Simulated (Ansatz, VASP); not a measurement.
Two plane-wave programs on Ta2C

```
CELL_PARAMETERS angstrom
3.11016 0.00000 0.00000
-1.55508 2.69348 0.00000
0.00000 0.00000 4.94230
ATOMIC_POSITIONS crystal
Ta 0.33333 0.66667 0.25356
Ta 0.66667 0.33333 0.74644
C 0.00000 0.00000 0.00000
```

Alike in both runs: task single point; functional r2SCAN; k mesh 18 × 18 × 10; occupations gaussian, width 0.15 eV; no spin polarisation.

|  | VASP | Ansatz |
| --- | --- | --- |
| version | VASP 6.6.1 | Ansatz 0.2.0 |
| potentials or method | VASP PAW PBE potentials, release 64 (Ta_pv, C), cutoff 520 eV | scalar-relativistic, plane waves, PAW |
| valence electrons in the cell | 26 | 30 |

|  | VASP | Ansatz | Ansatz less VASP |
| --- | --- | --- | --- |
| gap on the k mesh at the Fermi level (eV) | none | none | - |
| pressure (GPa) | 0.9 | 0.0 | -0.86 |
| rms of the force components (eV/Å) | 0.021 | 0.001 | -0.0197 |

VASP's potentials were made for PBE, not for r2SCAN. Atom by atom the forces differ by 0.022 eV/Å (rms over components). A gap of «none» marks a metal or a gap that the smearing closes. VASP's potentials hold 26 valence electrons a cell and Ansatz's 30, so a difference there can come from the potentials and not from the codes.

Spin-orbit coupling is off throughout.
